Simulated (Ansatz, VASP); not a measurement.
## Al3GaN4 in VASP and in Ansatz

```
Al Ga N
1.0
     0.00000   -4.40124    0.00000
     0.00000    0.00000   -4.40124
     8.80247   -0.36662    0.36662
Al Ga N
6 2 8
Direct
  0.42179 0.07821 0.93890
  0.46344 0.03656 0.43890
  0.92179 0.57821 0.93890
  0.96344 0.53656 0.43890
  0.48426 0.51574 0.18890
  0.44261 0.55739 0.68890
  0.98426 0.01574 0.18890
  0.94261 0.05739 0.68890
  0.25045 0.74955 0.06113
  0.20880 0.79120 0.56113
  0.73937 0.26063 0.06113
  0.69772 0.30228 0.56113
  0.18751 0.32357 0.81667
  0.22916 0.28192 0.31667
  0.67643 0.81249 0.81667
  0.71808 0.77084 0.31667
```

Alike in both runs: task single point; functional r2SCAN; k mesh 5 × 5 × 3; occupations gaussian, width 0.05 eV; no spin polarisation.

```csv
,VASP,Ansatz
version,VASP 6.6.1,Ansatz 0.2.0
potentials or method,"VASP PAW PBE potentials, release 64 (Al, Ga_d, N), cutoff 520 eV","scalar-relativistic, plane waves, PAW"
valence electrons in the cell,84,84
```

|  | VASP | Ansatz | Ansatz less VASP |
| --- | --- | --- | --- |
| gap on the k mesh at the Fermi level (eV) | 3.31 | 3.31 | -0.001 |
| least direct gap on the mesh (eV) | 3.31 | 3.31 | -0.001 |
| pressure (GPa) | -0.8 | -0.7 | +0.01 |
| traceless stress, the component that is largest in VASP (GPa) | -6.21 | -6.17 | +0.046 |
| rms of the force components (eV/Å) | 0.669 | 0.666 | -0.0034 |

VASP's potentials were made for PBE, not for r2SCAN. Atom by atom the forces differ by 0.031 eV/Å (rms over components).
